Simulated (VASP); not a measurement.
# Al (Fm-3m) in VASP: further runs

Runs on Al. Level: PBE. Tasks: single point.

Everything below comes from runs of VASP 6.6.1. Logs are shortened: lines on timing, memory, paths and dates and some standing lists are left out, and cuts for length are marked.

**1. The cell of the first run**

Symmetry: Fm-3m, No. 225, cubic system. The conventional cell has a = 4.040 Å, b = 4.040 Å, c = 4.040 Å, α = 90.00°, β = 90.00°, γ = 90.00°. Al (site symmetry m-3m) has 12 Al at 2.86 Å within 3.8 Å.

**2. Single point, PBE**

File INCAR:

```
ALGO = Normal ; EDIFF = 1E-7
ENCUT = 520 ; GGA = PE
ISIF = 2 ; ISMEAR = 0
LASPH = T ; LCHARG = F
LREAL = F ; LWAVE = F
NBANDS = 8 ; NELM = 80
PREC = Accurate ; SIGMA = 0.6
```

File KPOINTS:

```
k-points
0
Gamma
  13 13 13
```

File POSCAR:

```
Al
1.0
    0.0000000000      2.0199630948      2.0199630948
    2.0199630948      0.0000000000      2.0199630948
    2.0199630948      2.0199630948      0.0000000000
Al
1
Direct
    0.0000000000      0.0000000000      0.0000000000
```

Potentials or basis: VASP PAW PBE potentials, release 64 (Al).

The run is started by

```console
cat potpaw_PBE.64/Al/POTCAR > POTCAR
mpirun -np 1 vasp_std > vasp.out
```

OUTCAR:

```text
EDIFF = 1E-7
   ENCUT = 520
   GGA = PE
   ISIF = 2
   ISMEAR = 0
   LASPH = T
   LREAL = F
   NELM = 80
   PREC = Accurate

 ion  position               nearest neighbor table
   1  0.000  0.000  0.000-

  LATTYP: Found a face centered cubic cell.
 ALAT       =     4.0399261896

  Lattice vectors:

 A1 = (   0.0000000000,   2.0199630948,   2.0199630948)
 A2 = (   2.0199630948,   0.0000000000,   2.0199630948)
 A3 = (   2.0199630948,   2.0199630948,   0.0000000000)

Analysis of symmetry for initial positions (statically):
=====================================================================
 Subroutine PRICEL returns:
 Original cell was already a primitive cell.

 Routine SETGRP: Setting up the symmetry group for a
 face centered cubic supercell.

 Subroutine GETGRP returns: Found 48 space group operations
 (whereof 48 operations were pure point group operations)
 out of a pool of 48 trial point group operations.

The static configuration has the point symmetry O_h .

Analysis of symmetry for dynamics (positions and initial velocities):
=====================================================================
 Subroutine PRICEL returns:
 Original cell was already a primitive cell.

 Routine SETGRP: Setting up the symmetry group for a
 face centered cubic supercell.

 Subroutine GETGRP returns: Found 48 space group operations
 (whereof 48 operations were pure point group operations)
 out of a pool of 48 trial point group operations.

The dynamic configuration has the point symmetry O_h .

 Subroutine INISYM returns: Found 48 space group operations
 (whereof 48 operations are pure point group operations),
 and found     1 'primitive' translations

----------------------------------------------------------------------------------------

                                     Primitive cell

  volume of cell :      16.4839

  direct lattice vectors                    reciprocal lattice vectors
     0.000000000  2.019963095  2.019963095    -0.247529275  0.247529275  0.247529275
     2.019963095  0.000000000  2.019963095     0.247529275 -0.247529275  0.247529275
     2.019963095  2.019963095  0.000000000     0.247529275  0.247529275 -0.247529275

  length of vectors
     2.856659204  2.856659204  2.856659204     0.428733280  0.428733280  0.428733280

  position of ions in fractional coordinates (direct lattice)
     0.000000000  0.000000000  0.000000000

  ion indices of the primitive-cell ions
   primitive index   ion index
                 1           1

----------------------------------------------------------------------------------------

 KPOINTS: k-points

Automatic generation of k-mesh.
 Grid dimensions read from file:
 generate k-points for:   13   13   13

 Generating k-lattice:

  Cartesian coordinates                     Fractional coordinates (reciprocal lattice)
    -0.019040713  0.019040713  0.019040713     0.076923077  0.000000000  0.000000000
     0.019040713 -0.019040713  0.019040713     0.000000000  0.076923077  0.000000000
     0.019040713  0.019040713 -0.019040713     0.000000000  0.000000000  0.076923077

  Length of vectors
     0.032979483  0.032979483  0.032979483

  Shift w.r.t. Gamma in fractional coordinates (k-lattice)
     0.000000000  0.000000000  0.000000000

 Subroutine IBZKPT returns following result:
 ===========================================

 Found     84 irreducible k-points:

 Following reciprocal coordinates:
            Coordinates               Weight
  0.000000  0.000000  0.000000      1.000000
  0.076923  0.000000  0.000000      8.000000
  0.153846  0.000000  0.000000      8.000000
  0.230769  0.000000  0.000000      8.000000
  0.307692  0.000000  0.000000      8.000000
  0.384615  0.000000  0.000000      8.000000
[... 16 lines left out ...]
  0.384615  0.153846  0.000000     24.000000
  0.461538  0.153846  0.000000     24.000000
 [... further k-points ...]
   k-points           NKPTS =     84   k-points in BZ     NKDIM =     84   number of bands    NBANDS=      8
   number of dos      NEDOS =    301   number of ions     NIONS =      1
   total plane-waves  NPLWV =  13824
   dimension x,y,z NGX =    24 NGY =   24 NGZ =   24
   dimension x,y,z NGXF=    48 NGYF=   48 NGZF=   48
   ions per type =               1
   NGX,Y,Z   is equivalent  to a cutoff of  13.97, 13.97, 13.97 a.u.
   NGXF,Y,Z  is equivalent  to a cutoff of  27.93, 27.93, 27.93 a.u.
 SYSTEM =  unknown system
   PREC   = accura    normal or accurate (medium, high low for compatibility)
   ISTART =      0    job   : 0-new  1-cont  2-samecut
   ICHARG =      2    charge: 1-file 2-atom 10-const
   ISPIN  =      1    spin polarized calculation?
   LNONCOLLINEAR =      F non collinear calculations
   LSORBIT =      F    spin-orbit coupling
   LASPH  =      T    aspherical Exc in radial PAW
   ENCUT  =  520.0 eV  38.22 Ry    6.18 a.u.   5.31  5.31  5.31*2*pi/ulx,y,z
   NELM   =     80;   NELMIN=  2; NELMDL= -5     # of ELM steps
   EDIFF  = 0.1E-06   stopping-criterion for ELM
   LREAL  =      F    real-space projection
   EDIFFG = 0.1E-05   stopping-criterion for IOM
   NSW    =      0    number of steps for IOM
   IBRION =     -1    ionic relax: 0-MD 1-quasi-New 2-CG
   NFREE  =      0    steps in history (QN), initial steepest desc. (CG)
   ISIF   =      2    stress and relaxation
   ISYM   =      2    0-nonsym 1-usesym 2-fastsym
   POTIM  = 0.5000    time-step for ionic-motion
   TEBEG  =    0.0;   TEEND  =   0.0 temperature during run
   PSTRESS=    0.0 pullay stress
   NELECT =       3.0000    total number of electrons
   NUPDOWN=      -1.0000    fix difference up-down
   EMIN   =  10.00;   EMAX   =-10.00  energy-range for DOS
   EFERMI =   0.00;   METHOD = LEGACY
   ISMEAR =     0;   SIGMA  =   0.60  broadening in eV -4-tet -1-fermi 0-gaus
   EFERMI_NEDOS =   21; number of points for ismear=-14 and -15
   IALGO  =     38    algorithm
   IMIX   =      4    mixing-type and parameters
     AMIX     =   0.40;   BMIX     =  1.00
     AMIX_MAG =   1.60;   BMIX_MAG =  1.00
  volume/ion in A,a.u.               =      16.48       111.24
  Fermi-wavevector in a.u.,A,eV,Ry     =   0.927745  1.753183 11.710674  0.860710
  Thomas-Fermi vector in A             =   2.053847
   LORBIT       =      0    0 simple, 1 ext, 2 COOP (PROOUT), +10 PAW based schemes
   GGA     = PE    functional components
   LHFCALC =     F    Hartree Fock is set to
   AEXX    =    0.0000 exact exchange contribution
   IVDW    =     0    specifies the selected vdW correction
   LEPSILON=     F    determine dielectric tensor
   LRPA    =     F    only Hartree local field effects (RPA)
 non-spin polarized calculation
 Gauss-broadening in eV      SIGMA  =   0.60
  energy-cutoff  :      520.00
  volume of cell :       16.48
 maximum number of plane-waves:       459
 NGX is ok and might be reduce to    24
   NGX = 11   NGY = 11   NGZ = 11

 number of electron       3.0000000 magnetization

 Free energy of the ion-electron system (eV)
  ---------------------------------------------------
  ext. energy  EPLUGINS =         0.00000000
  ---------------------------------------------------
  free energy    TOTEN  =        -3.78094410 eV

  energy without entropy =       -3.70548123  energy(sigma->0) =       -3.74321266

 E-fermi :   7.9808     XC(G=0): -10.2001

 val. band max:        7.9399212208   @ k =  -0.2308   0.3846   0.1538
 cond. band min:       8.0160797190   @ k =   0.4615   0.2308   0.0000
 fundamental gap:      0.0761584982
 Fermi energy:         7.9808496108

 k-point     1 :       0.0000    0.0000    0.0000
  band No.  band energies     occupation
      1      -3.1309      2.00000
      2      20.6349      0.00000
      3      20.6349      0.00000
      4      20.6349      0.00000
      5      22.1343      0.00000
      6      22.1343      0.00000
      7      22.1343      0.00000
      8      24.4831      0.00000

 k-point     2 :       0.0769    0.0000    0.0000
  band No.  band energies     occupation
      1      -2.9699      2.00000
      2      18.2769      0.00000
      3      20.1272      0.00000
      4      20.1272      0.00000
      5      22.7872      0.00000
      6      22.8896      0.00000
      7      22.8896      0.00000
      8      26.0761      0.00000

 k-point     3 :       0.1538    0.0000    0.0000
  band No.  band energies     occupation
      1      -2.4882      2.00000
      2      15.1674      0.00000
      3      19.4604      0.00000
      4      19.4604      0.00000
      5      22.6497      0.00000
      6      24.0329      0.00000
      7      24.0329      0.00000
      8      25.3059      0.00000

 k-point     4 :       0.2308    0.0000    0.0000
  band No.  band energies     occupation
      1      -1.6890      2.00000
      2      12.1701      0.00000
      3      19.0011      0.00000
      4      19.0011      0.00000
      5      22.4152      0.00000
      6      23.1251      0.00000
      7      23.1251      0.00000
      8      26.4323      0.00000

 k-point     5 :       0.3077    0.0000    0.0000
  band No.  band energies     occupation
      1      -0.5776      2.00000
      2       9.3822      0.00096
      3      18.7962      0.00000
      4      18.7962      0.00000
      5      21.7847      0.00000
      6      21.7847      0.00000
      7      22.3287      0.00000
      8      25.7754      0.00000
[... 177 lines left out ...]
 k-point    22 :       0.3077    0.1538    0.0000
  band No.  band energies     occupation
      1      -0.7887      2.00000
      2      11.6924      0.00000
      3      16.2146      0.00000
      4      17.5189      0.00000
      5      17.8917      0.00000
      6      22.3877      0.00000
      7      26.1941      0.00000
      8      27.2183      0.00000

 k-point    23 :       0.3846    0.1538    0.0000
  band No.  band energies     occupation
      1       0.4202      2.00000
      2       9.0181      0.01450
      3      16.0839      0.00000
      4      16.1935      0.00000
      5      17.7965      0.00000
      6      24.3968      0.00000
      7      25.0167      0.00000
      8      27.3071      0.00000

 k-point    24 :       0.4615    0.1538    0.0000
  band No.  band energies     occupation
      1       1.9294      2.00000
      2       6.5811      1.99903
      3      15.0951      0.00000
      4      16.2273      0.00000
      5      17.9890      0.00000
      6      24.0176      0.00000
      7      26.0342      0.00000
      8      27.8927      0.00000

 [... further k-points ...]
[... 5 lines left out ...]
  --------------------------------------------------------------------------------------
  -------------------------------------------------------------------------------------
  Total        0.0270504      0.0270504      0.0270504      0.0000000     -0.0000000      0.0000000
  in kB        2.6291988      2.6291988      2.6291988      0.0000000     -0.0000000      0.0000000
  external PRESSURE =       2.6291988 kB  Pullay stress =       0.0000000 kB

 VOLUME and BASIS-vectors are now :
 -----------------------------------------------------------------------------
  energy-cutoff  :      520.00
  volume of cell :       16.48
      direct lattice vectors                 reciprocal lattice vectors
     0.000000000  2.019963095  2.019963095    -0.247529275  0.247529275  0.247529275
     2.019963095  0.000000000  2.019963095     0.247529275 -0.247529275  0.247529275
     2.019963095  2.019963095  0.000000000     0.247529275  0.247529275 -0.247529275

 POSITION                                       TOTAL-FORCE (eV/Angst)
 -----------------------------------------------------------------------------------
      0.00000      0.00000      0.00000         0.000000     -0.000000     -0.000000
 -----------------------------------------------------------------------------------
    total drift:                               -0.000000      0.000000      0.000000

  FREE ENERGIE OF THE ION-ELECTRON SYSTEM (eV)
  ---------------------------------------------------
  free  energy   TOTEN  =        -3.7809440968 eV

  energy  without entropy=       -3.7054812280  energy(sigma->0) =       -3.74321266
```

Wall time 8.4 s (1 thread of Intel Xeon Platinum 8375C at 2.90GHz (Ice Lake), shared host); peak memory 0.13 GiB.

Results:

```yaml
Free_energy: -3.7809 eV
Pressure: 0.3 GPa
```

Levels at points of the mesh, in eV from the Fermi level:
```
           k point  band 1  band 2  band 3  band 4  band 5
(0.00, 0.00, 0.00)  -11.11   12.65   12.65   12.65   14.15
```

**3. Single point, PBE**

File INCAR:

```
PREC = Accurate ; ENCUT = 520
EDIFF = 1E-6 ; ISMEAR = 0
SIGMA = 1.0 ; LREAL = False
LASPH = True ; NELM = 100
ALGO = Normal ; ISIF = 2
LWAVE = False ; LCHARG = True
GGA = PE ; LELF = True
LVHAR = True ; NBANDS = 8
```

File KPOINTS:

```
regular mesh
0
Gamma
  13 13 13
```

POSCAR is that of step 2.

Potentials or basis: VASP PAW PBE potentials, release 64 (Al).

The run is started by

```console
cat potpaw_PBE.64/Al/POTCAR > POTCAR
mpirun -np 1 vasp_std > vasp.out
```

Wall time 7.5 s (1 thread of Intel Xeon Platinum 8375C at 2.90GHz (Ice Lake), shared host); peak memory 0.13 GiB.

Results (log left out):

```yaml
Free_energy: -3.8465 eV
Pressure: 0.7 GPa
```

Levels at points of the mesh, in eV from the Fermi level:
```csv
k point,band 1,band 2,band 3,band 4,band 5
"(0.00, 0.00, 0.00)",-11.12,12.64,12.64,12.64,14.14
```
